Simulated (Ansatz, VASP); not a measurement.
AsPb4 in VASP and in Ansatz

File INCAR:

```
ALGO = Normal
EDIFF = 1E-6
EDIFFG = -0.04
ENCUT = 600
GGA = PE
IBRION = 2
ISIF = 3
ISMEAR = 0
LASPH = T
LCHARG = F
LREAL = F
LWAVE = F
NELM = 60
NSW = 90
PREC = Accurate
SIGMA = 0.1
```

The input KPOINTS:

```
k-points
0
Gamma
  4 4 4
```

The input POSCAR:

```
AsPb4
1.0
   -3.2775118600      3.2775118600      3.2775118600
    3.2775118600     -3.2775118600      3.2775118600
    3.2775118600      3.2775118600     -3.2775118600
As Pb
1 4
Direct
    0.0000000000      0.0000000000      0.0000000000
    0.5000000000      0.5000000000      0.5000000000
    0.5000000000      0.0000000000      0.0000000000
    0.0000000000      0.0000000000      0.5000000000
    0.0000000000      0.5000000000      0.0000000000
```

Input for Ansatz:

```yaml
crystal:
  lattice:
    - [-3.27751186, 3.27751186, 3.27751186]
    - [3.27751186, -3.27751186, 3.27751186]
    - [3.27751186, 3.27751186, -3.27751186]
  atoms:
    - { symbol: As, position: [0.0, 0.0, 0.0] }
    - { symbol: Pb, position: [0.5, 0.5, 0.5] }
    - { symbol: Pb, position: [0.5, 0.0, 0.0] }
    - { symbol: Pb, position: [0.0, 0.0, 0.5] }
    - { symbol: Pb, position: [0.0, 0.5, 0.0] }
basis:
  ecutwfc: 420
kpoints:
  mp_grid: { grid: [4, 4, 4] }
hamiltonian:
  xc: pbe
scf:
  occupations: { method: gaussian, width: 0.1 }
  lower_state_search: "off"
output:
  forces: true
  stress: true
  eigenvalues: true
relax:
  adjacent_minimum: "off"
  f_tol: 0.04
  max_steps: 70
  cell: { stress_tol: 0.4 }
```

Change from the starting cell: species swapped into the Hg4Pt type (Im-3m, No. 229).

Alike in both runs: task relaxation of cell and atoms; functional PBE; k mesh 4 × 4 × 4; occupations gaussian, width 0.1 eV; no spin polarisation.

|  | VASP | Ansatz |
| --- | --- | --- |
| version | VASP 6.6.1 | Ansatz 0.2.0 |
| potentials or method | VASP PAW PBE potentials, release 64 (As, Pb_d), cutoff 600 eV | scalar-relativistic, plane waves, PAW |
| valence electrons in the cell | 61 | 71 |

VASP gave:

- gap on the k mesh at the Fermi level, each at its own relaxed structure (eV): none
- relaxed volume (Å³/atom): 35.03
- relaxed cell length with the largest relative difference (Å): 6.105

Problem. What did Ansatz give for the same quantities?

Solution. gap on the k mesh at the Fermi level, each at its own relaxed structure (eV): none; relaxed volume (Å³/atom): 35.15; relaxed cell length with the largest relative difference (Å): 6.112.

A gap of «none» marks a metal or a gap that the smearing closes. VASP's potentials hold 61 valence electrons a cell and Ansatz's 71, so a difference there can come from the potentials and not from the codes.

Neither program's run includes spin-orbit coupling. Noted on VASP's run: the volume moved by over 15 % at a fixed basis, so the end points are rough.
